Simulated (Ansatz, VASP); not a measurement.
## TaSi2: VASP beside Ansatz

```
Ta Si
1.0
     4.78390    0.00000    0.00000
    -2.39195    4.14298    0.00000
     0.00000    0.00000    6.57000
Ta Si
3 6
Cartesian
  -1.1960 2.0715 2.1900
  1.1960 2.0715 4.3800
  2.3920 0.0000 0.0000
  1.1407 0.6586 2.1900
  -1.2512 3.4844 4.3800
  2.3920 2.8258 0.0000
  1.2512 3.4844 2.1900
  3.6432 0.6586 4.3800
  0.0000 1.3172 0.0000
```

Alike in both runs: functional revPBE; k mesh 7 × 7 × 4; occupations fermi-dirac, width 0.05 eV; no spin polarisation.

```csv
,VASP,Ansatz
version,VASP 6.6.1,Ansatz 0.2.0
potentials or method,"VASP PAW PBE potentials, release 64 (Ta_pv, Si)",Ansatz PAW
plane-wave cutoff (eV),520,420
valence electrons in the cell,57,63
task,single point,band structure
```

```tsv
	VASP	Ansatz	Ansatz less VASP
gap on the k mesh at the Fermi level (eV)	none	none	-
pressure (GPa)	4.3	4.4	+0.12
traceless stress, the component that is largest in VASP (GPa)	0.97	0.95	-0.015
rms of the force components (eV/Å)	0.006	0.011	+0.0045
```

VASP's potentials were made for PBE, not for revPBE. Atom by atom the forces differ by 0.005 eV/Å (rms over components). A gap of «none» marks a metal or a gap that the smearing closes. VASP's potentials hold 57 valence electrons a cell and Ansatz's 63, so a difference there can come from the potentials and not from the codes.

Spin-orbit coupling is off throughout.
